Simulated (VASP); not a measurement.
# CdSe (Fm-3m) in VASP: notebook

CdSe is run at these levels: PBEsol; tasks: single point.

Everything below comes from runs of VASP 6.6.1. Logs are shortened: lines on timing, memory, paths and dates and some standing lists are left out, and cuts for length are marked.

### Step 1. The cell of the first run

Symmetry: Fm-3m, No. 225, cubic system. The conventional cell has a = 5.805 Å, b = 5.805 Å, c = 5.805 Å, α = 90.00°, β = 90.00°, γ = 90.00°. Within 3.8 Å of Cd (site symmetry m-3m) lie 6 Se at 2.90 Å. Se (site symmetry m-3m) has 6 Cd at 2.90 Å within 3.8 Å.

### Step 2. Single point, PBEsol

INCAR reads:

```
PREC = Accurate
ENCUT = 500
EDIFF = 1E-6
ISMEAR = -1
SIGMA = 0.05
LREAL = F
LASPH = T
NELM = 120
ALGO = Normal
ISIF = 2
LWAVE = F
LCHARG = F
GGA = PS
NBANDS = 16
GGA_COMPAT = F
```

KPOINTS reads:

```
regular mesh
0
Gamma
  6 6 6
```

POSCAR reads:

```
CdSe
1.0
    0.0000000000      2.9024148804      2.9024148804
    2.9024148804      0.0000000000      2.9024148804
    2.9024148804      2.9024148804      0.0000000000
Cd Se
1 1
Direct
    0.0000000000      0.0000000000      0.0000000000
    0.5000000000      0.5000000000      0.5000000000
```

Potentials or basis: VASP PAW PBE potentials, release 64 (Cd, Se).

On the command line:

```sh
cat potpaw_PBE.64/Cd/POTCAR potpaw_PBE.64/Se/POTCAR > POTCAR
mpirun -np 1 vasp_std > vasp.out
```

OUTCAR:

```text
PREC = Accurate
   ENCUT = 500
   EDIFF = 1E-6
   ISMEAR = -1
   LREAL = F
   LASPH = T
   NELM = 120
   ISIF = 2
   GGA = PS

 ion  position               nearest neighbor table
   1  0.000  0.000  0.000-   2 2.90   2 2.90   2 2.90   2 2.90   2 2.90   2 2.90
   2  0.500  0.500  0.500-   1 2.90   1 2.90   1 2.90   1 2.90   1 2.90   1 2.90

  LATTYP: Found a face centered cubic cell.
 ALAT       =     5.8048297608

  Lattice vectors:

 A1 = (   0.0000000000,   2.9024148804,   2.9024148804)
 A2 = (   2.9024148804,   0.0000000000,   2.9024148804)
 A3 = (   2.9024148804,   2.9024148804,   0.0000000000)

Analysis of symmetry for initial positions (statically):
=====================================================================
 Subroutine PRICEL returns:
 Original cell was already a primitive cell.

 Routine SETGRP: Setting up the symmetry group for a
 face centered cubic supercell.

 Subroutine GETGRP returns: Found 48 space group operations
 (whereof 48 operations were pure point group operations)
 out of a pool of 48 trial point group operations.

The static configuration has the point symmetry O_h .

Analysis of symmetry for dynamics (positions and initial velocities):
=====================================================================
 Subroutine PRICEL returns:
 Original cell was already a primitive cell.

 Routine SETGRP: Setting up the symmetry group for a
 face centered cubic supercell.

 Subroutine GETGRP returns: Found 48 space group operations
 (whereof 48 operations were pure point group operations)
 out of a pool of 48 trial point group operations.

The dynamic configuration has the point symmetry O_h .

 Subroutine INISYM returns: Found 48 space group operations
 (whereof 48 operations are pure point group operations),
 and found     1 'primitive' translations

----------------------------------------------------------------------------------------

                                     Primitive cell

  volume of cell :      48.9000

  direct lattice vectors                    reciprocal lattice vectors
     0.000000000  2.902414880  2.902414880    -0.172270341  0.172270341  0.172270341
     2.902414880  0.000000000  2.902414880     0.172270341 -0.172270341  0.172270341
     2.902414880  2.902414880  0.000000000     0.172270341  0.172270341 -0.172270341

  length of vectors
     4.104634487  4.104634487  4.104634487     0.298380983  0.298380983  0.298380983
[... 70 lines left out ...]
   ENCUT  =  500.0 eV  36.75 Ry    6.06 a.u.   7.48  7.48  7.48*2*pi/ulx,y,z
   NELM   =    120;   NELMIN=  2; NELMDL= -5     # of ELM steps
   EDIFF  = 0.1E-05   stopping-criterion for ELM
   LREAL  =      F    real-space projection
   EDIFFG = 0.1E-04   stopping-criterion for IOM
   NSW    =      0    number of steps for IOM
   IBRION =     -1    ionic relax: 0-MD 1-quasi-New 2-CG
   NFREE  =      0    steps in history (QN), initial steepest desc. (CG)
   ISIF   =      2    stress and relaxation
   ISYM   =      2    0-nonsym 1-usesym 2-fastsym
   POTIM  = 0.5000    time-step for ionic-motion
   TEBEG  =    0.0;   TEEND  =   0.0 temperature during run
   PSTRESS=    0.0 pullay stress
   NELECT =      18.0000    total number of electrons
   NUPDOWN=      -1.0000    fix difference up-down
   EMIN   =  10.00;   EMAX   =-10.00  energy-range for DOS
   EFERMI =   0.00;   METHOD = LEGACY
   ISMEAR =    -1;   SIGMA  =   0.05  broadening in eV -4-tet -1-fermi 0-gaus
   EFERMI_NEDOS =   21; number of points for ismear=-14 and -15
   IALGO  =     38    algorithm
   IMIX   =      4    mixing-type and parameters
     AMIX     =   0.40;   BMIX     =  1.00
     AMIX_MAG =   1.60;   BMIX_MAG =  1.00
  volume/ion in A,a.u.               =      24.45       165.00
  Fermi-wavevector in a.u.,A,eV,Ry     =   1.173265  2.217150 18.729115  1.376551
  Thomas-Fermi vector in A             =   2.309681
   LORBIT       =      0    0 simple, 1 ext, 2 COOP (PROOUT), +10 PAW based schemes
   GGA     = PS    functional components
   LHFCALC =     F    Hartree Fock is set to
   AEXX    =    0.0000 exact exchange contribution
   IVDW    =     0    specifies the selected vdW correction
   LEPSILON=     F    determine dielectric tensor
   LRPA    =     F    only Hartree local field effects (RPA)
 non-spin polarized calculation
  energy-cutoff  :      500.00
  volume of cell :       48.90
 maximum number of plane-waves:      1258
 NGX is ok and might be reduce to    30
   NGX = 15   NGY = 15   NGZ = 15

 number of electron      18.0000007 magnetization

 Free energy of the ion-electron system (eV)
  ---------------------------------------------------
  ext. energy  EPLUGINS =         0.00000000
  ---------------------------------------------------
  free energy    TOTEN  =        -5.92239099 eV

  energy without entropy =       -5.91665444  energy(sigma->0) =       -5.91952272

 E-fermi :   1.9128     XC(G=0): -10.0487

 val. band max:        1.8373602895   @ k =  -0.1667   0.1667   0.0000
 cond. band min:       2.7439339762   @ k =   0.5000   0.3333   0.0000
 fundamental gap:      0.9065736868
 Fermi energy:         1.9128347918

 k-point     1 :       0.0000    0.0000    0.0000
  band No.  band energies     occupation
      1     -10.8698      2.00000
      2      -5.9383      2.00000
      3      -5.9383      2.00000
      4      -5.9211      2.00000
      5      -5.9211      2.00000
      6      -5.9211      2.00000
[... 281 lines left out ...]
      3      -5.9704      2.00000
      4      -5.8375      2.00000
      5      -5.7462      2.00000
      6      -5.4211      2.00000
[... 8 lines left out ...]
     15      14.6004      0.00000
     16      16.6223      0.00000

------------------------ aborting loop because EDIFF is reached ----------------------------------------

  FORCE on cell =-STRESS in cart. coord.  units (eV):
  Direction    XX          YY          ZZ          XY          YZ          ZX
  --------------------------------------------------------------------------------------
  -------------------------------------------------------------------------------------
  Total       -1.4847002     -1.4847002     -1.4847002     -0.0000000      0.0000000     -0.0000000
  in kB      -48.6452977    -48.6452977    -48.6452977     -0.0000000      0.0000000     -0.0000000
  external PRESSURE =     -48.6452977 kB  Pullay stress =       0.0000000 kB

 VOLUME and BASIS-vectors are now :
 -----------------------------------------------------------------------------
  energy-cutoff  :      500.00
  volume of cell :       48.90
      direct lattice vectors                 reciprocal lattice vectors
     0.000000000  2.902414880  2.902414880    -0.172270341  0.172270341  0.172270341
     2.902414880  0.000000000  2.902414880     0.172270341 -0.172270341  0.172270341
     2.902414880  2.902414880  0.000000000     0.172270341  0.172270341 -0.172270341

 POSITION                                       TOTAL-FORCE (eV/Angst)
 -----------------------------------------------------------------------------------
      0.00000      0.00000      0.00000         0.000000     -0.000000     -0.000000
      2.90241      2.90241      2.90241        -0.000000      0.000000      0.000000
 -----------------------------------------------------------------------------------
    total drift:                               -0.000000      0.000000      0.000000

  FREE ENERGIE OF THE ION-ELECTRON SYSTEM (eV)
  ---------------------------------------------------
  free  energy   TOTEN  =        -5.9223909859 eV

  energy  without entropy=       -5.9166544447  energy(sigma->0) =       -5.91952272
```

OSZICAR:

```text
N       E                     dE             d eps       ncg     rms          rms(c)
DAV:   1     0.106328607637E+03    0.10633E+03   -0.87349E+03   520   0.100E+03
DAV:   2    -0.250865541756E+01   -0.10884E+03   -0.10243E+03   632   0.250E+02
DAV:   3    -0.633794637485E+01   -0.38293E+01   -0.38194E+01   632   0.487E+01
DAV:   4    -0.635012610677E+01   -0.12180E-01   -0.12179E-01   616   0.273E+00
DAV:   5    -0.635018012931E+01   -0.54023E-04   -0.54022E-04   648   0.158E-01    0.471E+00
DAV:   6    -0.594638882873E+01    0.40379E+00   -0.65696E-01   648   0.968E+00    0.415E+00
DAV:   7    -0.592542800109E+01    0.20961E-01   -0.94983E-02   592   0.224E+00    0.207E+00
DAV:   8    -0.592251000616E+01    0.29180E-02   -0.95706E-03   568   0.113E+00    0.161E-01
DAV:   9    -0.592238028865E+01    0.12972E-03   -0.78758E-04   656   0.323E-01    0.364E-02
DAV:  10    -0.592238493803E+01   -0.46494E-05   -0.76636E-05   576   0.112E-01    0.341E-02
DAV:  11    -0.592239105366E+01   -0.61156E-05   -0.88047E-06   624   0.292E-02    0.124E-02
DAV:  12    -0.592239098586E+01    0.67794E-07   -0.23449E-07   328   0.444E-03
   1 F= -.59223910E+01 E0= -.59195227E+01  d E =-.573654E-02
```

Run time: 19 s. Hardware: 1 thread of Intel Xeon Platinum 8375C at 2.90GHz (Ice Lake), shared host; peak memory 0.17 GiB.

What came out:

```yaml
Free_energy: -5.9224 eV
Pressure: -4.9 GPa
Band_gap_on_the_k_mesh: zero (band 9 reaches 1.84 eV, above the bottom of band 10 at 1.35 eV)
```

Caveat: the PAW data sets were made with another functional, which shifts forces and pressure a little.

### Step 3. Single point, PBEsol

This run uses another cell than the first one, of 25.16 Å³/atom, 1.029 times its volume.

INCAR reads:

```
SYSTEM = CdSe
PREC = Accurate
ENCUT = 500
EDIFF = 1E-6
ISMEAR = -1
SIGMA = 0.05
LREAL = .FALSE.
LASPH = .TRUE.
NELM = 120
ALGO = Normal
ISIF = 2
LWAVE = .FALSE.
LCHARG = .FALSE.
GGA = PS
NBANDS = 16
GGA_COMPAT = .FALSE.
```

KPOINTS reads:

```
Automatic mesh
0
G
  6 6 6
  0 0 0
```

POSCAR reads:

```
CdSe
1.0
    0.0000000000      2.9303244279      2.9303244279
    2.9303244279      0.0000000000      2.9303244279
    2.9303244279      2.9303244279      0.0000000000
Cd Se
1 1
Direct
    0.0000000000      0.0000000000      0.0000000000
    0.5000000000      0.5000000000      0.5000000000
```

Potentials or basis: VASP PAW PBE potentials, release 64 (Cd, Se).

On the command line:

```sh
cat potpaw_PBE.64/Cd/POTCAR potpaw_PBE.64/Se/POTCAR > POTCAR
mpirun -np 1 vasp_std > vasp.out
```

OUTCAR:

```text
SYSTEM = CdSe
   PREC = Accurate
   ENCUT = 500
   EDIFF = 1E-6
   ISMEAR = -1
   LREAL = .FALSE.
   LASPH = .TRUE.
   NELM = 120
   ISIF = 2
   GGA = PS

 ion  position               nearest neighbor table
   1  0.000  0.000  0.000-   2 2.93   2 2.93   2 2.93   2 2.93   2 2.93   2 2.93
   2  0.500  0.500  0.500-   1 2.93   1 2.93   1 2.93   1 2.93   1 2.93   1 2.93

  LATTYP: Found a face centered cubic cell.
 ALAT       =     5.8606488558

  Lattice vectors:

 A1 = (   0.0000000000,   2.9303244279,   2.9303244279)
 A2 = (   2.9303244279,   0.0000000000,   2.9303244279)
 A3 = (   2.9303244279,   2.9303244279,   0.0000000000)

Analysis of symmetry for initial positions (statically):
=====================================================================
 Subroutine PRICEL returns:
 Original cell was already a primitive cell.

 Routine SETGRP: Setting up the symmetry group for a
 face centered cubic supercell.

 Subroutine GETGRP returns: Found 48 space group operations
 (whereof 48 operations were pure point group operations)
 out of a pool of 48 trial point group operations.

The static configuration has the point symmetry O_h .
[... 148 lines left out ...]

  energy without entropy =       -5.86787035  energy(sigma->0) =       -5.87075182

 E-fermi :   1.6747     XC(G=0):  -9.9142

 val. band max:        1.6007446239   @ k =  -0.1667   0.1667   0.0000
 cond. band min:       2.4901348142   @ k =   0.5000   0.3333   0.0000
 fundamental gap:      0.8893901903
 Fermi energy:         1.6746916072

 k-point     1 :       0.0000    0.0000    0.0000
  band No.  band energies     occupation
      1     -10.9502      2.00000
      2      -6.1308      2.00000
      3      -6.1308      2.00000
      4      -6.1146      2.00000
      5      -6.1146      2.00000
      6      -6.1146      2.00000
[... 281 lines left out ...]
      3      -6.1579      2.00000
      4      -6.0362      2.00000
      5      -5.9544      2.00000
      6      -5.6605      2.00000
[... 8 lines left out ...]
     15      14.2010      0.00000
     16      16.2702      0.00000

------------------------ aborting loop because EDIFF is reached ----------------------------------------

  FORCE on cell =-STRESS in cart. coord.  units (eV):
  Direction    XX          YY          ZZ          XY          YZ          ZX
  --------------------------------------------------------------------------------------
  -------------------------------------------------------------------------------------
  Total       -1.9100954     -1.9100954     -1.9100954     -0.0000000     -0.0000000      0.0000000
  in kB      -60.8118940    -60.8118940    -60.8118940     -0.0000000     -0.0000000      0.0000000
  external PRESSURE =     -60.8118940 kB  Pullay stress =       0.0000000 kB

 VOLUME and BASIS-vectors are now :
 -----------------------------------------------------------------------------
  energy-cutoff  :      500.00
  volume of cell :       50.32
      direct lattice vectors                 reciprocal lattice vectors
     0.000000000  2.930324428  2.930324428    -0.170629571  0.170629571  0.170629571
     2.930324428  0.000000000  2.930324428     0.170629571 -0.170629571  0.170629571
     2.930324428  2.930324428  0.000000000     0.170629571  0.170629571 -0.170629571

 POSITION                                       TOTAL-FORCE (eV/Angst)
 -----------------------------------------------------------------------------------
      0.00000      0.00000      0.00000        -0.000000      0.000000      0.000000
      2.93032      2.93032      2.93032         0.000000     -0.000000     -0.000000
 -----------------------------------------------------------------------------------
    total drift:                               -0.000000      0.000000      0.000000

  FREE ENERGIE OF THE ION-ELECTRON SYSTEM (eV)
  ---------------------------------------------------
  free  energy   TOTEN  =        -5.8736332772 eV

  energy  without entropy=       -5.8678703530  energy(sigma->0) =       -5.87075182
```

OSZICAR:

```text
N       E                     dE             d eps       ncg     rms          rms(c)
DAV:   1     0.101043981088E+03    0.10104E+03   -0.89190E+03   528   0.100E+03
DAV:   2    -0.274054390616E+01   -0.10378E+03   -0.98649E+02   616   0.242E+02
DAV:   3    -0.629686692762E+01   -0.35563E+01   -0.35493E+01   632   0.468E+01
DAV:   4    -0.630881298028E+01   -0.11946E-01   -0.11946E-01   632   0.260E+00
DAV:   5    -0.630886903833E+01   -0.56058E-04   -0.56058E-04   632   0.158E-01    0.443E+00
DAV:   6    -0.589753563571E+01    0.41133E+00   -0.66282E-01   656   0.949E+00    0.395E+00
DAV:   7    -0.587691080300E+01    0.20625E-01   -0.87784E-02   536   0.218E+00    0.198E+00
DAV:   8    -0.587372897510E+01    0.31818E-02   -0.90227E-03   616   0.108E+00    0.151E-01
DAV:   9    -0.587361819329E+01    0.11078E-03   -0.68745E-04   640   0.279E-01    0.394E-02
DAV:  10    -0.587362698174E+01   -0.87884E-05   -0.56979E-05   592   0.943E-02    0.352E-02
DAV:  11    -0.587363327204E+01   -0.62903E-05   -0.70485E-06   624   0.269E-02    0.107E-02
DAV:  12    -0.587363327722E+01   -0.51889E-08   -0.15154E-07   296   0.302E-03
   1 F= -.58736333E+01 E0= -.58707518E+01  d E =-.576292E-02
```

stdout:

```text
POSCAR found type information on POSCAR CdSe
 POSCAR found :  2 types and       2 ions
 scaLAPACK will be used
 -----------------------------------------------------------------------------
|                                                                             |
|                                                                             |
|     You enforced a specific xc type in the INCAR file but a different       |
|     I HOPE YOU KNOW WHAT YOU ARE DOING!                                     |
|                                                                             |
 -----------------------------------------------------------------------------

 LDA part: xc-table for (Slater+PW92), standard interpolation
 POSCAR, INCAR and KPOINTS ok, starting setup
 FFT: planning ... GRIDC
 FFT: planning ... GRID_SOFT
 FFT: planning ... GRID
 WAVECAR not read
 entering main loop
```

Wall time 18 s (1 thread of Intel Xeon Platinum 8375C at 2.90GHz (Ice Lake), shared host); peak memory 0.17 GiB.

Results:

| Property | Result |
| --- | --- |
| Free energy | -5.8736 eV |
| Pressure | -6.1 GPa |
| Band gap on the k mesh | zero (band 9 reaches 1.60 eV, above the bottom of band 10 at 1.11 eV) |

Caveat: the PAW data sets were made with another functional, which shifts forces and pressure a little.
